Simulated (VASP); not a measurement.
# C (P6_3/mmc) in VASP: further runs

C is run at these levels: PBEsol; tasks: single point, relaxation of cell and atoms.

All numbers are computed with VASP 6.6.1; they aren't measurements. Logs are shortened: lines on timing, memory, paths and dates and some standing lists are left out, and cuts for length are marked.

### 1 The cell of the first run

It takes space group P6_3/mmc (No. 194, hexagonal). Conventional cell: a = 2.499 Å, b = 2.499 Å, c = 4.161 Å, α = 90.00°, β = 90.00°, γ = 120.00°. C (site symmetry 3m) has 4 C at 1.53 to 1.56 Å within 2.0 Å.

### 2 Single point, PBEsol

Contents of INCAR:

```
SYSTEM = C
PREC = Accurate ; ENCUT = 520
EDIFF = 1E-6 ; ISMEAR = -1
SIGMA = 0.03 ; LREAL = .FALSE.
LASPH = .TRUE. ; NELM = 80
ALGO = Normal ; ISIF = 2
LWAVE = .FALSE. ; LCHARG = .FALSE.
GGA = PS ; NBANDS = 16
```

Contents of KPOINTS:

```
regular mesh
0
G
  9 9 6
  0 0 0
```

Contents of POSCAR:

```
C
1.0
    2.4988516570      0.0000000000      0.0000000000
   -1.2494258285      2.1640690152      0.0000000000
    0.0000000000      0.0000000000      4.1609138812
C
4
Direct
    0.3333333333      0.6666666667      0.0003030097
    0.6666666667      0.3333333333      0.5003030097
    0.3333333333      0.6666666667      0.3746969903
    0.6666666667      0.3333333333      0.8746969903
```

Potentials or basis: VASP PAW PBE potentials, release 64 (C).

Run with:

```
> cat potpaw_PBE.64/C/POTCAR > POTCAR
> mpirun -np 1 vasp_std > vasp.out
```

OUTCAR:

```text
SYSTEM = C
   PREC = Accurate
   ENCUT = 520
   EDIFF = 1E-6
   ISMEAR = -1
   LREAL = .FALSE.
   LASPH = .TRUE.
   NELM = 80
   ISIF = 2
   GGA = PS

 ion  position               nearest neighbor table
   1  0.333  0.667  0.000-   4 1.53   4 1.53   4 1.53   3 1.56
   2  0.667  0.333  0.500-   3 1.53   3 1.53   3 1.53   4 1.56
   3  0.333  0.667  0.375-   2 1.53   2 1.53   2 1.53   1 1.56
   4  0.667  0.333  0.875-   1 1.53   1 1.53   1 1.53   2 1.56

  LATTYP: Found a hexagonal cell.
 ALAT       =     2.4988516570
 C/A-ratio  =     1.6651304088

  Lattice vectors:

 A1 = (   2.4988516570,   0.0000000000,   0.0000000000)
 A2 = (  -1.2494258285,   2.1640690152,   0.0000000000)
 A3 = (   0.0000000000,   0.0000000000,   4.1609138812)

Analysis of symmetry for initial positions (statically):
=====================================================================
 Subroutine PRICEL returns:
 Original cell was already a primitive cell.

 Routine SETGRP: Setting up the symmetry group for a
 hexagonal supercell.

 Subroutine GETGRP returns: Found 24 space group operations
 (whereof  6 operations were pure point group operations)
 out of a pool of 24 trial point group operations.

The static configuration has the point symmetry C_3v.
 The point group associated with its full space group is D_6h.

Analysis of symmetry for dynamics (positions and initial velocities):
=====================================================================
 Subroutine PRICEL returns:
 Original cell was already a primitive cell.

 Routine SETGRP: Setting up the symmetry group for a
 hexagonal supercell.

 Subroutine GETGRP returns: Found 24 space group operations
 (whereof  6 operations were pure point group operations)
 out of a pool of 24 trial point group operations.

The dynamic configuration has the point symmetry C_3v.
 The point group associated with its full space group is D_6h.

 Subroutine INISYM returns: Found 24 space group operations
 (whereof  6 operations are pure point group operations),
 and found     1 'primitive' translations

----------------------------------------------------------------------------------------

                                     Primitive cell

  volume of cell :      22.5009

  direct lattice vectors                    reciprocal lattice vectors
     2.498851657  0.000000000  0.000000000     0.400183819  0.231046236  0.000000000
    -1.249425828  2.164069015  0.000000000     0.000000000  0.462092472  0.000000000
     0.000000000  0.000000000  4.160913881     0.000000000  0.000000000  0.240331819

  length of vectors
     2.498851657  2.498851657  4.160913881     0.462092472  0.462092472  0.240331819

  position of ions in fractional coordinates (direct lattice)
     0.333333333  0.666666667  0.000303010
     0.666666667  0.333333333  0.500303010
     0.333333333  0.666666667  0.374696990
     0.666666667  0.333333333  0.874696990

  ion indices of the primitive-cell ions
   primitive index   ion index
                 1           1
                 2           2
                 3           3
                 4           4

----------------------------------------------------------------------------------------

 KPOINTS: regular mesh

Automatic generation of k-mesh.
 Grid dimensions read from file:
 generate k-points for:    9    9    6

 Generating k-lattice:

  Cartesian coordinates                     Fractional coordinates (reciprocal lattice)
     0.044464869  0.025671804  0.000000000     0.111111111 -0.000000000  0.000000000
     0.000000000  0.051343608  0.000000000     0.000000000  0.111111111  0.000000000
     0.000000000  0.000000000  0.040055303     0.000000000  0.000000000  0.166666667

  Length of vectors
     0.051343608  0.051343608  0.040055303

  Shift w.r.t. Gamma in fractional coordinates (k-lattice)
     0.000000000  0.000000000  0.000000000

 Subroutine IBZKPT returns following result:
 ===========================================

 Found     48 irreducible k-points:

 Following reciprocal coordinates:
            Coordinates               Weight
  0.000000  0.000000  0.000000      1.000000
  0.111111 -0.000000  0.000000      6.000000
  0.222222 -0.000000  0.000000      6.000000
  0.333333  0.000000  0.000000      6.000000
  0.444444 -0.000000  0.000000      6.000000
  0.111111  0.111111  0.000000      6.000000
[... 16 lines left out ...]
  0.333333  0.222222  0.166667     24.000000
  0.333333  0.333333  0.166667      4.000000
 [... further k-points ...]
   k-points           NKPTS =     48   k-points in BZ     NKDIM =     48   number of bands    NBANDS=     16
   number of dos      NEDOS =    301   number of ions     NIONS =      4
   total plane-waves  NPLWV =  12800
   dimension x,y,z NGX =    20 NGY =   20 NGZ =   32
   dimension x,y,z NGXF=    40 NGYF=   40 NGZF=   64
   ions per type =               4
   NGX,Y,Z   is equivalent  to a cutoff of  13.31, 13.31, 12.79 a.u.
   NGXF,Y,Z  is equivalent  to a cutoff of  26.61, 26.61, 25.57 a.u.
 SYSTEM =  C
   PREC   = accura    normal or accurate (medium, high low for compatibility)
   ISTART =      0    job   : 0-new  1-cont  2-samecut
   ICHARG =      2    charge: 1-file 2-atom 10-const
   ISPIN  =      1    spin polarized calculation?
   LNONCOLLINEAR =      F non collinear calculations
   LSORBIT =      F    spin-orbit coupling
   LASPH  =      T    aspherical Exc in radial PAW
   ENCUT  =  520.0 eV  38.22 Ry    6.18 a.u.   4.65  4.65  7.74*2*pi/ulx,y,z
   NELM   =     80;   NELMIN=  2; NELMDL= -5     # of ELM steps
   EDIFF  = 0.1E-05   stopping-criterion for ELM
   LREAL  =      F    real-space projection
   EDIFFG = 0.1E-04   stopping-criterion for IOM
   NSW    =      0    number of steps for IOM
   IBRION =     -1    ionic relax: 0-MD 1-quasi-New 2-CG
   NFREE  =      0    steps in history (QN), initial steepest desc. (CG)
   ISIF   =      2    stress and relaxation
   ISYM   =      2    0-nonsym 1-usesym 2-fastsym
   POTIM  = 0.5000    time-step for ionic-motion
   TEBEG  =    0.0;   TEEND  =   0.0 temperature during run
   PSTRESS=    0.0 pullay stress
   NELECT =      16.0000    total number of electrons
   NUPDOWN=      -1.0000    fix difference up-down
   EMIN   =  10.00;   EMAX   =-10.00  energy-range for DOS
   EFERMI =   0.00;   METHOD = LEGACY
   ISMEAR =    -1;   SIGMA  =   0.03  broadening in eV -4-tet -1-fermi 0-gaus
   EFERMI_NEDOS =   21; number of points for ismear=-14 and -15
   IALGO  =     38    algorithm
   IMIX   =      4    mixing-type and parameters
     AMIX     =   0.40;   BMIX     =  1.00
     AMIX_MAG =   1.60;   BMIX_MAG =  1.00
  volume/ion in A,a.u.               =       5.63        37.96
  Fermi-wavevector in a.u.,A,eV,Ry     =   1.461217  2.761300 29.050550  2.135155
  Thomas-Fermi vector in A             =   2.577575
   LORBIT       =      0    0 simple, 1 ext, 2 COOP (PROOUT), +10 PAW based schemes
   GGA     = PS    functional components
   LHFCALC =     F    Hartree Fock is set to
   AEXX    =    0.0000 exact exchange contribution
   IVDW    =     0    specifies the selected vdW correction
   LEPSILON=     F    determine dielectric tensor
   LRPA    =     F    only Hartree local field effects (RPA)
 non-spin polarized calculation
  energy-cutoff  :      520.00
  volume of cell :       22.50
 maximum number of plane-waves:       622
 NGX is ok and might be reduce to    20
   NGX =  9   NGY =  9   NGZ = 15

 number of electron      15.9999999 magnetization

 Free energy of the ion-electron system (eV)
  ---------------------------------------------------
  ext. energy  EPLUGINS =         0.00000000
  ---------------------------------------------------
  free energy    TOTEN  =       -38.40389797 eV

  energy without entropy =      -38.40389797  energy(sigma->0) =      -38.40389797

 E-fermi :  10.7017     XC(G=0): -13.4674

 val. band max:       10.1295508070   @ k =   0.0000   0.0000   0.0000
 cond. band min:      13.1716091868   @ k =   0.3333   0.3333   0.0000
 fundamental gap:      3.0420583797
 Fermi energy:        10.7016940262

 k-point     1 :       0.0000    0.0000    0.0000
  band No.  band energies     occupation
      1     -11.8260      2.00000
      2      -6.1562      2.00000
      3      -3.7603      2.00000
      4       7.0058      2.00000
      5       7.0058      2.00000
      6       9.6225      2.00000
[... 8 lines left out ...]
     15      24.4948      0.00000
     16      27.8832      0.00000

 k-point     2 :       0.1111   -0.0000    0.0000
  band No.  band energies     occupation
      1     -11.5165      2.00000
      2      -5.8784      2.00000
      3      -3.4700      2.00000
      4       5.5459      2.00000
      5       6.3982      2.00000
      6       8.8938      2.00000
[... 8 lines left out ...]
     15      24.8485      0.00000
     16      26.5067      0.00000

 k-point     3 :       0.2222   -0.0000    0.0000
  band No.  band energies     occupation
      1     -10.5947      2.00000
      2      -5.0497      2.00000
      3      -2.6388      2.00000
      4       2.5117      2.00000
      5       5.2174      2.00000
      6       6.2917      2.00000
[... 8 lines left out ...]
     15      24.5462      0.00000
     16      25.7525      0.00000

 k-point     4 :       0.3333    0.0000    0.0000
  band No.  band energies     occupation
      1      -9.0878      2.00000
      2      -3.6900      2.00000
      3      -1.7826      2.00000
      4      -0.3083      2.00000
      5       3.4181      2.00000
      6       4.2009      2.00000
[... 8 lines left out ...]
     15      25.1171      0.00000
     16      26.4096      0.00000

 k-point     5 :       0.4444   -0.0000    0.0000
  band No.  band energies     occupation
      1      -7.1347      2.00000
      2      -3.9874      2.00000
      3      -1.8922      2.00000
      4       0.4293      2.00000
      5       0.7879      2.00000
      6       3.6452      2.00000
[... 8 lines left out ...]
     15      26.5779      0.00000
     16      28.2670      0.00000

 k-point     6 :       0.1111    0.1111    0.0000
  band No.  band energies     occupation
      1     -10.9008      2.00000
      2      -5.3252      2.00000
      3      -2.9070      2.00000
      4       3.6738      2.00000
      5       5.0699      2.00000
      6       7.2599      2.00000
[... 8 lines left out ...]
     15      25.4232      0.00000
     16      25.5929      0.00000
[... 267 lines left out ...]
 k-point    21 :       0.4444    0.1111    0.1667
  band No.  band energies     occupation
      1      -6.1007      2.00000
      2      -4.4101      2.00000
      3      -2.0642      2.00000
      4      -0.4971      2.00000
      5       1.9024      2.00000
      6       2.8160      2.00000
[... 8 lines left out ...]
     15      26.0128      0.00000
     16      28.1734      0.00000

 k-point    22 :       0.2222    0.2222    0.1667
  band No.  band energies     occupation
      1      -8.0212      2.00000
      2      -3.9430      2.00000
      3      -1.1814      2.00000
      4       1.2197      2.00000
      5       1.4084      2.00000
      6       2.6041      2.00000
[... 8 lines left out ...]
     15      23.7768      0.00000
     16      26.3727      0.00000

 k-point    23 :       0.3333    0.2222    0.1667
  band No.  band energies     occupation
      1      -6.1159      2.00000
      2      -3.4060      2.00000
      3      -2.0103      2.00000
      4       0.2121      2.00000
      5       0.5907      2.00000
      6       2.5017      2.00000
[... 8 lines left out ...]
     15      25.3042      0.00000
     16      26.6510      0.00000

 k-point    24 :       0.3333    0.3333    0.1667
  band No.  band energies     occupation
      1      -4.4218      2.00000
      2      -4.4218      2.00000
      3      -1.0169      2.00000
      4      -0.4578      2.00000
      5      -0.4578      2.00000
      6       2.5172      2.00000
[... 8 lines left out ...]
     15      25.7452      0.00000
     16      25.7452      0.00000

 [... further k-points ...]

------------------------ aborting loop because EDIFF is reached ----------------------------------------

  FORCE on cell =-STRESS in cart. coord.  units (eV):
  Direction    XX          YY          ZZ          XY          YZ          ZX
  --------------------------------------------------------------------------------------
  -------------------------------------------------------------------------------------
  Total        0.1565026      0.1565026      0.1356008      0.0000000     -0.0000000      0.0000000
  in kB       11.1437651     11.1437651      9.6554530      0.0000000     -0.0000000      0.0000000
  external PRESSURE =      10.6476611 kB  Pullay stress =       0.0000000 kB

 VOLUME and BASIS-vectors are now :
 -----------------------------------------------------------------------------
  energy-cutoff  :      520.00
  volume of cell :       22.50
      direct lattice vectors                 reciprocal lattice vectors
     2.498851657  0.000000000  0.000000000     0.400183819  0.231046236  0.000000000
    -1.249425828  2.164069015  0.000000000     0.000000000  0.462092472  0.000000000
     0.000000000  0.000000000  4.160913881     0.000000000  0.000000000  0.240331819

 POSITION                                       TOTAL-FORCE (eV/Angst)
 -----------------------------------------------------------------------------------
     -0.00000      1.44271      0.00126         0.000000     -0.000000      0.004294
      1.24943      0.72136      2.08172        -0.000000      0.000000      0.004294
     -0.00000      1.44271      1.55908         0.000000     -0.000000     -0.004294
      1.24943      0.72136      3.63954        -0.000000      0.000000     -0.004294
 -----------------------------------------------------------------------------------
    total drift:                               -0.000000      0.000000      0.000000

  FREE ENERGIE OF THE ION-ELECTRON SYSTEM (eV)
  ---------------------------------------------------
  free  energy   TOTEN  =       -38.4038979684 eV

  energy  without entropy=      -38.4038979683  energy(sigma->0) =      -38.40389797
```

Wall time 8.9 s (1 thread of Intel Xeon Platinum 8488C (Sapphire Rapids), shared host); peak memory 0.13 GiB.

Results:

| Quantity | Value |
| --- | --- |
| Free energy | -38.4039 eV |
| Pressure | 1.1 GPa |
| Largest force | 0.004 eV/Å |
| Band gap on the k mesh | 3.04 eV, indirect (least direct gap 4.92 eV) |

Forces in eV/Å, atoms in the order of the input:
```
C    0.000  0.000  0.004
C    0.000  0.000  0.004
C    0.000  0.000 -0.004
C    0.000  0.000 -0.004
```

Stress tensor (GPa, compression positive):
```
1.11 0.00 0.00
0.00 1.11 0.00
0.00 0.00 0.97
```

Levels at points of the mesh, in eV from the valence-band top:
| k point | band 6 | band 7 | band 8 | band 9 | band 10 | band 11 |
| --- | --- | --- | --- | --- | --- | --- |
| (0.00, 0.00, 0.00) | -0.51 | 0.00 | 0.00 | 4.92 | 4.92 | 5.30 |
| (0.00, 0.00, 0.50) | -1.88 | -1.88 | -1.88 | 7.22 | 7.22 | 7.22 |

Caveat: the PAW data sets were made with another functional, which shifts forces and pressure a little. A hybrid or GW would open this gap; PBEsol tends to underestimate it.

(Continued in part 2 of 2.)
